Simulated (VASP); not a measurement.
# LuH2 (Fm-3m) in VASP: a series of runs, part 2 of 3

VASP 6.6.1.

**3. Relaxation of cell and atoms, PBEsol, target pressure 2 GPa, at which the enthalpy is minimised**

The input, INCAR:

```
PREC = Accurate ; ENCUT = 600
EDIFF = 1E-6 ; ISMEAR = -1
SIGMA = 0.1 ; LREAL = False
LASPH = True ; NELM = 80
ALGO = Normal ; ISIF = 3
LWAVE = False ; LCHARG = False
GGA = PS ; IBRION = 2
NSW = 100 ; EDIFFG = -0.002
PSTRESS = 20.0
```

The input, KPOINTS:

```
Automatic mesh
0
Gamma
  14 14 14
```

The input, POSCAR:

```
LuH2
1.0
    0.0000000000      2.4795139380      2.4795139380
    2.4795139380      0.0000000000      2.4795139380
    2.4795139380      2.4795139380      0.0000000000
Lu H
1 2
Direct
    0.0000000000      0.0000000000      0.0000000000
    0.2500000000      0.2500000000      0.2500000000
    0.7500000000      0.7500000000      0.7500000000
```

Potentials or basis: VASP PAW PBE potentials, release 64 (Lu, H).

Run with:

```console
$ cat potpaw_PBE.64/Lu/POTCAR potpaw_PBE.64/H/POTCAR > POTCAR
$ mpirun -np 1 vasp_std > vasp.out
```

OUTCAR:

```text
PREC = Accurate
   ENCUT = 600
   EDIFF = 1E-6
   ISMEAR = -1
   LREAL = False
   LASPH = True
   NELM = 80
   ISIF = 3
   GGA = PS
   IBRION = 2
   NSW = 100
   EDIFFG = -0.002
   PSTRESS = 20.0

 ion  position               nearest neighbor table
   1  0.000  0.000  0.000-   3 2.15   3 2.15   3 2.15   2 2.15   3 2.15   2 2.15   2 2.15   2 2.15

   2  0.250  0.250  0.250-   1 2.15   1 2.15   1 2.15   1 2.15
   3  0.750  0.750  0.750-   1 2.15   1 2.15   1 2.15   1 2.15

  LATTYP: Found a face centered cubic cell.
 ALAT       =     4.9590278760

  Lattice vectors:

 A1 = (   0.0000000000,   2.4795139380,   2.4795139380)
 A2 = (   2.4795139380,   0.0000000000,   2.4795139380)
 A3 = (   2.4795139380,   2.4795139380,   0.0000000000)

Analysis of symmetry for initial positions (statically):
=====================================================================
 Subroutine PRICEL returns:
 Original cell was already a primitive cell.

 Routine SETGRP: Setting up the symmetry group for a
 face centered cubic supercell.

 Subroutine GETGRP returns: Found 48 space group operations
 (whereof 48 operations were pure point group operations)
 out of a pool of 48 trial point group operations.

The static configuration has the point symmetry O_h .

Analysis of symmetry for dynamics (positions and initial velocities):
=====================================================================
 Subroutine PRICEL returns:
 Original cell was already a primitive cell.

 Routine SETGRP: Setting up the symmetry group for a
 face centered cubic supercell.

 Subroutine GETGRP returns: Found 48 space group operations
 (whereof 48 operations were pure point group operations)
 out of a pool of 48 trial point group operations.

The dynamic configuration has the point symmetry O_h .

 Subroutine INISYM returns: Found 48 space group operations
 (whereof 48 operations are pure point group operations),
 and found     1 'primitive' translations

----------------------------------------------------------------------------------------

                                     Primitive cell

  volume of cell :      30.4881

  direct lattice vectors                    reciprocal lattice vectors
     0.000000000  2.479513938  2.479513938    -0.201652426  0.201652426  0.201652426
     2.479513938  0.000000000  2.479513938     0.201652426 -0.201652426  0.201652426
     2.479513938  2.479513938  0.000000000     0.201652426  0.201652426 -0.201652426

  length of vectors
     3.506562239  3.506562239  3.506562239     0.349272247  0.349272247  0.349272247

  position of ions in fractional coordinates (direct lattice)
     0.000000000  0.000000000  0.000000000
     0.250000000  0.250000000  0.250000000
     0.750000000  0.750000000  0.750000000

  ion indices of the primitive-cell ions
   primitive index   ion index
                 1           1
                 2           2
                 3           3

----------------------------------------------------------------------------------------

 KPOINTS: Automatic mesh

Automatic generation of k-mesh.
 Grid dimensions read from file:
 generate k-points for:   14   14   14

 Generating k-lattice:

  Cartesian coordinates                     Fractional coordinates (reciprocal lattice)
    -0.014403745  0.014403745  0.014403745     0.071428571  0.000000000  0.000000000
     0.014403745 -0.014403745  0.014403745     0.000000000  0.071428571  0.000000000
     0.014403745  0.014403745 -0.014403745     0.000000000  0.000000000  0.071428571

  Length of vectors
     0.024948018  0.024948018  0.024948018

  Shift w.r.t. Gamma in fractional coordinates (k-lattice)
     0.000000000  0.000000000  0.000000000

 Subroutine IBZKPT returns following result:
 ===========================================

 Found    104 irreducible k-points:

 Following reciprocal coordinates:
            Coordinates               Weight
  0.000000  0.000000  0.000000      1.000000
  0.071429  0.000000  0.000000      8.000000
  0.142857  0.000000  0.000000      8.000000
  0.214286  0.000000  0.000000      8.000000
  0.285714  0.000000  0.000000      8.000000
  0.357143  0.000000  0.000000      8.000000
[... 16 lines left out ...]
  0.214286  0.142857  0.000000     24.000000
  0.285714  0.142857  0.000000     24.000000
 [... further k-points ...]
   k-points           NKPTS =    104   k-points in BZ     NKDIM =    104   number of bands    NBANDS=     17
   number of dos      NEDOS =    301   number of ions     NIONS =      3
   total plane-waves  NPLWV =  21952
   dimension x,y,z NGX =    28 NGY =   28 NGZ =   28
   dimension x,y,z NGXF=    56 NGYF=   56 NGZF=   56
   ions per type =               1   2
   NGX,Y,Z   is equivalent  to a cutoff of  13.27, 13.27, 13.27 a.u.
   NGXF,Y,Z  is equivalent  to a cutoff of  26.55, 26.55, 26.55 a.u.
 SYSTEM =  unknown system
   PREC   = accura    normal or accurate (medium, high low for compatibility)
   ISTART =      0    job   : 0-new  1-cont  2-samecut
   ICHARG =      2    charge: 1-file 2-atom 10-const
   ISPIN  =      1    spin polarized calculation?
   LNONCOLLINEAR =      F non collinear calculations
   LSORBIT =      F    spin-orbit coupling
   LASPH  =      T    aspherical Exc in radial PAW
   ENCUT  =  600.0 eV  44.10 Ry    6.64 a.u.   7.00  7.00  7.00*2*pi/ulx,y,z
   NELM   =     80;   NELMIN=  2; NELMDL= -5     # of ELM steps
   EDIFF  = 0.1E-05   stopping-criterion for ELM
   LREAL  =      F    real-space projection
   EDIFFG = -.2E-02   stopping-criterion for IOM
   NSW    =    100    number of steps for IOM
   IBRION =      2    ionic relax: 0-MD 1-quasi-New 2-CG
   NFREE  =      1    steps in history (QN), initial steepest desc. (CG)
   ISIF   =      3    stress and relaxation
   ISYM   =      2    0-nonsym 1-usesym 2-fastsym
   POTIM  = 0.5000    time-step for ionic-motion
   TEBEG  =    0.0;   TEEND  =   0.0 temperature during run
   PSTRESS=   20.0 pullay stress
   NELECT =      27.0000    total number of electrons
   NUPDOWN=      -1.0000    fix difference up-down
   EMIN   =  10.00;   EMAX   =-10.00  energy-range for DOS
   EFERMI =   0.00;   METHOD = LEGACY
   ISMEAR =    -1;   SIGMA  =   0.10  broadening in eV -4-tet -1-fermi 0-gaus
   EFERMI_NEDOS =   21; number of points for ismear=-14 and -15
   IALGO  =     38    algorithm
   IMIX   =      4    mixing-type and parameters
     AMIX     =   0.40;   BMIX     =  1.00
     AMIX_MAG =   1.60;   BMIX_MAG =  1.00
  volume/ion in A,a.u.               =      10.16        68.58
  Fermi-wavevector in a.u.,A,eV,Ry     =   1.572122  2.970879 33.627711  2.471567
  Thomas-Fermi vector in A             =   2.673603
   LORBIT       =      0    0 simple, 1 ext, 2 COOP (PROOUT), +10 PAW based schemes
   GGA     = PS    functional components
   LHFCALC =     F    Hartree Fock is set to
   AEXX    =    0.0000 exact exchange contribution
   IVDW    =     0    specifies the selected vdW correction
   LEPSILON=     F    determine dielectric tensor
   LRPA    =     F    only Hartree local field effects (RPA)
 conjugate gradient relaxation of ions
 non-spin polarized calculation
  energy-cutoff  :      600.00
  volume of cell :       30.49
 maximum number of plane-waves:      1034
   NGX = 13   NGY = 13   NGZ = 13

--------------------------------------- Ionic step        1  -------------------------------------------

 number of electron      26.9999997 magnetization

 Free energy of the ion-electron system (eV)
  ---------------------------------------------------
  ext. energy  EPLUGINS =         0.00000000
  ---------------------------------------------------
  free energy    TOTEN  =       -13.71045226 eV

  energy without entropy =      -13.69070282  energy(sigma->0) =      -13.70057754

 E-fermi :   2.6747     XC(G=0): -11.4098

 val. band max:        2.6131575038   @ k =  -0.3571   0.2143   0.0000
 cond. band min:       2.6918461806   @ k =   0.4286   0.2143   0.0000
 fundamental gap:      0.0786886768
 Fermi energy:         2.6747470631

 k-point     1 :       0.0000    0.0000    0.0000
  band No.  band energies     occupation
      1     -53.3140      2.00000
      2     -23.8118      2.00000
      3     -23.8118      2.00000
      4     -23.8118      2.00000
      5      -6.7673      2.00000
      6      -2.4462      2.00000
[... 9 lines left out ...]
     16       4.0972      0.00000
     17       7.0700      0.00000
[... 652 lines left out ...]
  enthalpy is  TOTEN    =       -13.3322159743 eV   P V=        0.3747152508

--------------------------------------- Ionic step        6  -------------------------------------------

 number of electron      26.9999997 magnetization

 Free energy of the ion-electron system (eV)
  ---------------------------------------------------
  ext. energy  EPLUGINS =         0.00000000
  ---------------------------------------------------
  free energy    TOTEN  =       -13.70710486 eV

  energy without entropy =      -13.68751867  energy(sigma->0) =      -13.69731176

 E-fermi :   2.7246     XC(G=0): -11.4853

 val. band max:        2.6637532229   @ k =  -0.3571   0.2143   0.0000
 cond. band min:       2.7413038895   @ k =   0.4286   0.2143   0.0000
 fundamental gap:      0.0775506666
 Fermi energy:         2.7245806616

 k-point     1 :       0.0000    0.0000    0.0000
  band No.  band energies     occupation
      1     -53.2120      2.00000
      2     -23.7036      2.00000
      3     -23.7036      2.00000
      4     -23.7036      2.00000
      5      -6.7706      2.00000
      6      -2.3679      2.00000
[... 9 lines left out ...]
     16       4.1651      0.00000
     17       7.1873      0.00000
[... 490 lines left out ...]
  FREE ENERGIE OF THE ION-ELECTRON SYSTEM (eV)
  ---------------------------------------------------
  free  energy   TOTEN  =       -13.7071048569 eV

  energy  without entropy=      -13.6875186705  energy(sigma->0) =      -13.69731176

  enthalpy is  TOTEN    =       -13.3322144943 eV   P V=        0.3748903626

 reached required accuracy - stopping structural energy minimisation
```

Wall time 1.9 min (1 thread of Intel Xeon 6975P-C (Granite Rapids), shared host); peak memory 0.22 GiB.

What came out:

```
Free energy                                                : -13.7071 eV
Relaxed volume                                             : 10.01 Å³/atom
Relaxed cell                                               : a = 3.489 Å, b = 3.489 Å, c = 3.489 Å, α = 60.00°, β = 60.00°, γ = 60.00°
Space group after relaxing (to 0.1 Å)                      : Fm-3m (No. 225)
Energy change on relaxing (the run minimises the enthalpy) : +1.1 meV/atom
Ionic steps                                                : 6
Pressure after relaxing                                    : 2.0 GPa
Band gap on the k mesh                                     : zero (an odd number of electrons rules out a gap without spin polarisation)
```

Step by step:
| step | energy change (eV) | largest force (eV/Å) | pressure (GPa) | volume (Å³) |
| --- | --- | --- | --- | --- |
| 1 | 0.0000 | 0.0000 | 0.36 | 30.49 |
| 2 | 0.0033 | 0.0000 | 1.86 | 30.03 |
| 3 | 0.0042 | 0.0000 | 2.17 | 29.97 |
| 4 | 0.0037 | 0.0000 | 2.15 | 30.00 |
| 5 | 0.0035 | 0.0000 | 2.05 | 30.02 |
| 6 | 0.0033 | 0.0000 | 2.00 | 30.03 |

Final structure:
```cif
data_structure
_symmetry_space_group_name_H-M 'P 1'
_symmetry_Int_Tables_number 1
_cell_length_a 3.4890
_cell_length_b 3.4890
_cell_length_c 3.4890
_cell_angle_alpha 60.000
_cell_angle_beta 60.000
_cell_angle_gamma 60.000
_cell_volume 30.03
loop_
_atom_site_label
_atom_site_type_symbol
_atom_site_fract_x
_atom_site_fract_y
_atom_site_fract_z
_atom_site_occupancy
Lu1 Lu 0.00000 0.00000 0.00000 1
H1 H 0.25000 0.25000 0.25000 1
H2 H 0.75000 0.75000 0.75000 1
```

Levels at points of the mesh, in eV from the Fermi level:
| k point | band 10 | band 11 | band 12 | band 13 | band 14 | band 15 | band 16 | band 17 |
| --- | --- | --- | --- | --- | --- | --- | --- | --- |
| (0.00, 0.00, 0.00) | -4.65 | -4.65 | -4.65 | -0.26 | 1.44 | 1.44 | 1.44 | 4.46 |
| (0.50, 0.00, 0.00) | -4.67 | -4.67 | -4.64 | -3.71 | 1.51 | 1.51 | 5.12 | 6.11 |
| (0.50, 0.50, 0.00) | -4.69 | -4.68 | -4.68 | -3.75 | -2.44 | 6.34 | 6.43 | 6.43 |

Caveat: the cell is relaxed towards a set pressure, so the run minimises the enthalpy, not the energy; the PAW data sets were made with another functional, which shifts forces and pressure a little; spin-orbit coupling is left out, which moves the levels of the heavy elements.

[end of part 2 of 3]
